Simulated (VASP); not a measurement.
# NaCl (Pm-3m) in VASP: notebook

The runs below take NaCl through single point, with HSE06, PBE-based screened hybrid, HF.

Everything below comes from runs of VASP 6.6.1. Logs are shortened: lines on timing, memory, paths and dates and some standing lists are left out, and cuts for length are marked.

## 1. The cell of the first run

Symmetry: Pm-3m, No. 221, cubic system. Conventional cell: a = 3.460 Å, b = 3.460 Å, c = 3.460 Å, α = 90.00°, β = 90.00°, γ = 90.00°. Within 3.9 Å of Na (site symmetry m-3m) lie 8 Cl at 3.00 Å and 6 Na at 3.46 Å. Cl (site symmetry m-3m) has 8 Na at 3.00 Å and 6 Cl at 3.46 Å within 3.9 Å.

## 2. Single point, HSE06

POSCAR reads:

```
NaCl
1.0
    3.4595458397      0.0000000000      0.0000000000
    0.0000000000      3.4595458397      0.0000000000
    0.0000000000      0.0000000000      3.4595458397
Na Cl
1 1
Direct
    0.0000000000      0.0000000000      0.0000000000
    0.5000000000      0.5000000000      0.5000000000
```

INCAR.step1 reads:

```
SYSTEM = NaCl
PREC     = Accurate       ! precision mode
ENCUT    = 520            ! plane-wave cutoff, eV
EDIFF    = 1E-5           ! SCF threshold, eV
ISMEAR   = 0              ! smearing method
SIGMA    = 0.01           ! smearing width, eV
LREAL    = .False.        ! projectors in reciprocal space
LASPH    = .True.         ! aspherical terms in the spheres
NELM     = 100            ! most SCF steps
ALGO     = Normal         ! electronic algorithm
ISIF     = 2              ! what is computed and relaxed
LWAVE    = .True.         ! write WAVECAR
NBANDS   = 14             ! bands
GGA      = PE             ! functional
```

INCAR.step2 reads:

```
SYSTEM = NaCl
PREC     = Accurate       ! precision mode
ENCUT    = 520            ! plane-wave cutoff, eV
EDIFF    = 1E-6           ! SCF threshold, eV
ISMEAR   = 0              ! smearing method
SIGMA    = 0.01           ! smearing width, eV
LREAL    = .False.        ! projectors in reciprocal space
LASPH    = .True.         ! aspherical terms in the spheres
NELM     = 100            ! most SCF steps
ALGO     = Normal         ! electronic algorithm
ISIF     = 2              ! what is computed and relaxed
LWAVE    = .False.        ! write WAVECAR
LCHARG   = .True.         ! write CHGCAR
GGA      = PE             ! functional
LHFCALC  = .True.         ! exact exchange
HFSCREEN = 0.2079         ! screening, 1/A
PRECFOCK = Normal       
LELF     = .True.         ! ELF
LVHAR    = .True.       
NBANDS   = 14             ! bands
ISTART   = 1
```

KPOINTS reads:

```
Automatic mesh
0
Gamma
  4 4 4
  0 0 0
```

Potentials or basis: VASP PAW PBE potentials, release 64 (Na_pv, Cl).

Command:

```sh
$ cat potpaw_PBE.64/Na_pv/POTCAR potpaw_PBE.64/Cl/POTCAR > POTCAR
$ cp INCAR.step1 INCAR
$ mpirun -np 1 vasp_std > vasp.out
$ cp INCAR.step2 INCAR
$ mpirun -np 1 vasp_std > vasp.out
```

OUTCAR:

```text
SYSTEM = NaCl
   PREC = Accurate
   ENCUT = 520
   EDIFF = 1E-6
   ISMEAR = 0
   LREAL = .False.
   LASPH = .True.
   NELM = 100
   ISIF = 2
   GGA = PE
   LHFCALC = .True.
   HFSCREEN = 0.2079
   PRECFOCK = Normal
   ISTART = 1

 ion  position               nearest neighbor table
   1  0.000  0.000  0.000-
   2  0.500  0.500  0.500-

  LATTYP: Found a simple cubic cell.
 ALAT       =     3.4595458397

  Lattice vectors:

 A1 = (   3.4595458397,   0.0000000000,   0.0000000000)
 A2 = (   0.0000000000,   3.4595458397,   0.0000000000)
 A3 = (   0.0000000000,   0.0000000000,   3.4595458397)

Analysis of symmetry for initial positions (statically):
=====================================================================
 Subroutine PRICEL returns:
 Original cell was already a primitive cell.

 Routine SETGRP: Setting up the symmetry group for a
 simple cubic supercell.

 Subroutine GETGRP returns: Found 48 space group operations
[... 9 lines left out ...]

 Routine SETGRP: Setting up the symmetry group for a
 simple cubic supercell.

 Subroutine GETGRP returns: Found 48 space group operations
[... 11 lines left out ...]
                                     Primitive cell

  volume of cell :      41.4054

  direct lattice vectors                    reciprocal lattice vectors
     3.459545840  0.000000000  0.000000000     0.289055282  0.000000000  0.000000000
     0.000000000  3.459545840  0.000000000     0.000000000  0.289055282  0.000000000
     0.000000000  0.000000000  3.459545840     0.000000000  0.000000000  0.289055282

  length of vectors
     3.459545840  3.459545840  3.459545840     0.289055282  0.289055282  0.289055282

  position of ions in fractional coordinates (direct lattice)
     0.000000000  0.000000000  0.000000000
     0.500000000  0.500000000  0.500000000

  ion indices of the primitive-cell ions
   primitive index   ion index
                 1           1
                 2           2

----------------------------------------------------------------------------------------

 KPOINTS: Automatic mesh

Automatic generation of k-mesh.
 Grid dimensions read from file:
 generate k-points for:    4    4    4

 Generating k-lattice:

  Cartesian coordinates                     Fractional coordinates (reciprocal lattice)
     0.072263821  0.000000000  0.000000000     0.250000000  0.000000000  0.000000000
     0.000000000  0.072263821  0.000000000     0.000000000  0.250000000  0.000000000
     0.000000000  0.000000000  0.072263821     0.000000000  0.000000000  0.250000000

  Length of vectors
     0.072263821  0.072263821  0.072263821

  Shift w.r.t. Gamma in fractional coordinates (k-lattice)
     0.000000000  0.000000000  0.000000000

 Subroutine IBZKPT returns following result:
 ===========================================

 Found     10 irreducible k-points:

 Following reciprocal coordinates:
            Coordinates               Weight
  0.000000  0.000000  0.000000      1.000000
  0.250000  0.000000  0.000000      6.000000
  0.500000  0.000000  0.000000      3.000000
  0.250000  0.250000  0.000000     12.000000
  0.500000  0.250000  0.000000     12.000000
  0.500000  0.500000  0.000000      3.000000
  0.250000  0.250000  0.250000      8.000000
  0.500000  0.250000  0.250000     12.000000
  0.500000  0.500000  0.250000      6.000000
  0.500000  0.500000  0.500000      1.000000
   k-points           NKPTS =     10   k-points in BZ     NKDIM =     64   number of bands    NBANDS=     14
   number of dos      NEDOS =    301   number of ions     NIONS =      2
   total plane-waves  NPLWV =  21952
   dimension x,y,z NGX =    28 NGY =   28 NGZ =   28
   dimension x,y,z NGXF=    56 NGYF=   56 NGZF=   56
   ions per type =               1   1
   NGX,Y,Z   is equivalent  to a cutoff of  13.46, 13.46, 13.46 a.u.
   NGXF,Y,Z  is equivalent  to a cutoff of  26.91, 26.91, 26.91 a.u.
 SYSTEM =  NaCl
   PREC   = accura    normal or accurate (medium, high low for compatibility)
   ISTART =      1    job   : 0-new  1-cont  2-samecut
   ICHARG =      0    charge: 1-file 2-atom 10-const
   ISPIN  =      1    spin polarized calculation?
   LNONCOLLINEAR =      F non collinear calculations
   LSORBIT =      F    spin-orbit coupling
   LASPH  =      T    aspherical Exc in radial PAW
   ENCUT  =  520.0 eV  38.22 Ry    6.18 a.u.   6.43  6.43  6.43*2*pi/ulx,y,z
   NELM   =    100;   NELMIN=  2; NELMDL=  0     # of ELM steps
   EDIFF  = 0.1E-05   stopping-criterion for ELM
   LREAL  =      F    real-space projection
   EDIFFG = 0.1E-04   stopping-criterion for IOM
   NSW    =      0    number of steps for IOM
   IBRION =     -1    ionic relax: 0-MD 1-quasi-New 2-CG
   NFREE  =      0    steps in history (QN), initial steepest desc. (CG)
   ISIF   =      2    stress and relaxation
   ISYM   =      3    0-nonsym 1-usesym 2-fastsym
   POTIM  = 0.5000    time-step for ionic-motion
   TEBEG  =    0.0;   TEEND  =   0.0 temperature during run
   PSTRESS=    0.0 pullay stress
   NELECT =      14.0000    total number of electrons
   NUPDOWN=      -1.0000    fix difference up-down
   EMIN   =  10.00;   EMAX   =-10.00  energy-range for DOS
   EFERMI =   0.00;   METHOD = LEGACY
   ISMEAR =     0;   SIGMA  =   0.01  broadening in eV -4-tet -1-fermi 0-gaus
   EFERMI_NEDOS =   21; number of points for ismear=-14 and -15
   IALGO  =     38    algorithm
   IMIX   =      1    mixing-type and parameters
     AMIX     =   0.40;   BMIX     =  1.00
     AMIX_MAG =   1.60;   BMIX_MAG =  1.00
  volume/ion in A,a.u.               =      20.70       139.71
  Fermi-wavevector in a.u.,A,eV,Ry     =   1.140508  2.155248 17.697901  1.300759
  Thomas-Fermi vector in A             =   2.277210
   LORBIT       =      0    0 simple, 1 ext, 2 COOP (PROOUT), +10 PAW based schemes
   GGA     = PE    functional components
   LHFCALC =     T    Hartree Fock is set to
   PRECFOCK=normal    Normal, Fast or Accurate (Low or Medium for compatibility)
   ENCUT4O =  -1.0   cutoff for four orbital integrals eV
   NKREDX  =     1    reduce k-point grid by
   NKREDY  =     1    reduce k-point grid by
   NKREDZ  =     1    reduce k-point grid by
   AEXX    =    0.2500 exact exchange contribution
   HFSCREEN=    0.2079 screening length (either q_TF or 0.3 A-1)
   HFSCREENC=   0.2079 screening length for correlation (either q_TF or 0.3 A-1)
   ENCUTFOCK=  -1.0 apply spherical cutoff to Coloumb kernel
   IVDW    =     0    specifies the selected vdW correction
   LEPSILON=     F    determine dielectric tensor
   LRPA    =     F    only Hartree local field effects (RPA)
 non-spin polarized calculation
 Gauss-broadening in eV      SIGMA  =   0.01
  energy-cutoff  :      520.00
  volume of cell :       41.41
 maximum number of plane-waves:      1141
 NGX is ok and might be reduce to    28
  NGX = 20; NGY = 20; NGZ = 20

 number of electron      13.9999999 magnetization

 Free energy of the ion-electron system (eV)
  ---------------------------------------------------
  ext. energy  EPLUGINS =         0.00000000
  ---------------------------------------------------
  free energy    TOTEN  =        -7.54816047 eV

  energy without entropy =       -7.54816047  energy(sigma->0) =       -7.54816047

 E-fermi :  -0.1698     XC(G=0):  -7.1317

 val. band max:       -0.2363115708   @ k =   0.5000   0.5000   0.0000
 cond. band min:       5.1857572853   @ k =   0.0000   0.0000   0.0000
 fundamental gap:      5.4220688561
 Fermi energy:        -0.1697517159

 k-point     1 :       0.0000    0.0000    0.0000
  band No.  band energies     occupation
      1     -24.4344      2.00000
      2     -24.4344      2.00000
      3     -24.4344      2.00000
      4     -15.0036      2.00000
      5      -0.8014      2.00000
      6      -0.8014      2.00000
      7      -0.8014      2.00000
      8       5.1858      0.00000
      9       9.6499      0.00000
     10       9.6499      0.00000
     11      17.5288      0.00000
     12      17.5885      0.00000
     13      17.5930      0.00000
     14      17.5967      0.00000

 k-point     2 :       0.2500    0.0000    0.0000
  band No.  band energies     occupation
      1     -24.4564      2.00000
      2     -24.4323      2.00000
      3     -24.4323      2.00000
      4     -14.8003      2.00000
      5      -2.3741      2.00000
      6      -0.6706      2.00000
      7      -0.6706      2.00000
      8       6.5901      0.00000
      9      10.3636      0.00000
     10      10.7050      0.00000
     11      14.5459      0.00000
     12      14.5459      0.00000
     13      16.7960      0.00000
     14      17.1361      0.00000

 k-point     3 :       0.5000    0.0000    0.0000
  band No.  band energies     occupation
      1     -24.4782      2.00000
      2     -24.4302      2.00000
      3     -24.4302      2.00000
      4     -14.5793      2.00000
      5      -3.5509      2.00000
      6      -0.5327      2.00000
      7      -0.5327      2.00000
      8       8.1667      0.00000
      9      10.1221      0.00000
     10      11.7119      0.00000
     11      13.2477      0.00000
     12      13.2477      0.00000
     13      14.2976      0.00000
     14      18.7089      0.00000
[... 86 lines left out ...]
 k-point     9 :       0.5000    0.5000    0.2500
  band No.  band energies     occupation
      1     -24.4649      2.00000
      2     -24.4649      2.00000
      3     -24.4443      2.00000
      4     -14.1052      2.00000
      5      -2.5960      2.00000
      6      -2.5960      2.00000
      7      -1.3973      2.00000
      8       7.2586      0.00000
      9       9.6649      0.00000
     10       9.6649      0.00000
     11      13.8922      0.00000
     12      15.5968      0.00000
     13      16.7367      0.00000
     14      16.7367      0.00000

 k-point    10 :       0.5000    0.5000    0.5000
  band No.  band energies     occupation
      1     -24.4616      2.00000
      2     -24.4616      2.00000
      3     -24.4616      2.00000
      4     -13.9374      2.00000
      5      -2.3536      2.00000
      6      -2.3536      2.00000
      7      -2.3536      2.00000
      8       8.2008      0.00000
      9       8.2008      0.00000
     10       8.2008      0.00000
     11      13.3326      0.00000
     12      17.7978      0.00000
     13      17.7978      0.00000
     14      17.7978      0.00000

------------------------ aborting loop because EDIFF is reached ----------------------------------------

  FORCE on cell =-STRESS in cart. coord.  units (eV):
  Direction    XX          YY          ZZ          XY          YZ          ZX
  --------------------------------------------------------------------------------------
  -------------------------------------------------------------------------------------
  Total        0.1705343      0.1705343      0.1705343     -0.0000000     -0.0000000     -0.0000000
  in kB        6.5988013      6.5988013      6.5988013     -0.0000000     -0.0000000     -0.0000000
  external PRESSURE =       6.5988013 kB  Pullay stress =       0.0000000 kB

 VOLUME and BASIS-vectors are now :
 -----------------------------------------------------------------------------
  energy-cutoff  :      520.00
  volume of cell :       41.41
      direct lattice vectors                 reciprocal lattice vectors
     3.459545840  0.000000000  0.000000000     0.289055282  0.000000000  0.000000000
     0.000000000  3.459545840  0.000000000     0.000000000  0.289055282  0.000000000
     0.000000000  0.000000000  3.459545840     0.000000000  0.000000000  0.289055282

 POSITION                                       TOTAL-FORCE (eV/Angst)
 -----------------------------------------------------------------------------------
      0.00000      0.00000      0.00000         0.000000      0.000000      0.000000
      1.72977      1.72977      1.72977         0.000000      0.000000      0.000000
 -----------------------------------------------------------------------------------
    total drift:                                0.000003     -0.000000      0.000002

  FREE ENERGIE OF THE ION-ELECTRON SYSTEM (eV)
  ---------------------------------------------------
  free  energy   TOTEN  =        -7.5481604738 eV

  energy  without entropy=       -7.5481604738  energy(sigma->0) =       -7.54816047
```

It used 250 s of CPU time on 1 thread of AMD EPYC 7R13 Processor (Zen 3), on a shared host.

Results:

| Property | Result |
| --- | --- |
| Free energy | -7.5482 eV |
| Pressure | 0.7 GPa |
| Band gap on the k mesh | 5.42 eV, indirect (least direct gap 5.99 eV) |

Caveat: the k points lie up to 0.45 Å⁻¹ apart; the PAW data sets were made with another functional, which shifts forces and pressure a little.

## 3. Single point, PBE-based screened hybrid

POSCAR is that of step 2.

INCAR.step1 reads:

```
SYSTEM = NaCl
PREC = Accurate ; ENCUT = 520
EDIFF = 1E-5 ; ISMEAR = 0
SIGMA = 0.01 ; LREAL = .False.
LASPH = .True. ; NELM = 60
ALGO = Normal ; ISIF = 2
LWAVE = .True. ; GGA = PE
NBANDS = 14
```

INCAR.step2 reads:

```
SYSTEM = NaCl
PREC = Accurate ; ENCUT = 520
EDIFF = 1E-6 ; ISMEAR = 0
SIGMA = 0.01 ; LREAL = .False.
LASPH = .True. ; NELM = 60
ALGO = Normal ; ISIF = 2
LWAVE = .False. ; LCHARG = .True.
GGA = PE ; LHFCALC = .True.
AEXX = 0.75 ; HFSCREEN = 0.5
PRECFOCK = Normal ; LELF = .True.
LVHAR = .True. ; ISTART = 1
NBANDS = 14
```

KPOINTS reads:

```
regular mesh
0
Gamma
  4 4 4
  0 0 0
```

Potentials or basis: VASP PAW PBE potentials, release 64 (Na_pv, Cl).

Command:

```sh
$ cat potpaw_PBE.64/Na_pv/POTCAR potpaw_PBE.64/Cl/POTCAR > POTCAR
$ cp INCAR.step1 INCAR
$ mpirun -np 1 vasp_std > vasp.out
$ cp INCAR.step2 INCAR
$ mpirun -np 1 vasp_std > vasp.out
```

It used 220 s of CPU time on 1 thread of AMD EPYC 7R13 Processor (Zen 3), on a shared host.

The run converged. Its results:

- Free energy: -8.4188 eV
- Pressure: -0.1 GPa
- Band gap on the k mesh: 6.27 eV, indirect (least direct gap 6.85 eV)

Levels at points of the mesh, in eV from the valence-band top:
```
           k point  band 5  band 6  band 7  band 8  band 9  band 10
(0.00, 0.00, 0.00)   -0.59   -0.59   -0.59    6.27   10.69    10.69
(0.50, 0.00, 0.00)   -3.36   -0.31   -0.31    9.26   11.31    12.79
(0.50, 0.50, 0.00)   -2.67   -2.67    0.00    7.61   12.32    13.85
(0.50, 0.50, 0.50)   -2.21   -2.21   -2.21    9.21    9.21     9.21
```

Caveat: the k points lie up to 0.45 Å⁻¹ apart; the PAW data sets were made with another functional, which shifts forces and pressure a little.

(Continued in part 2 of 2.)
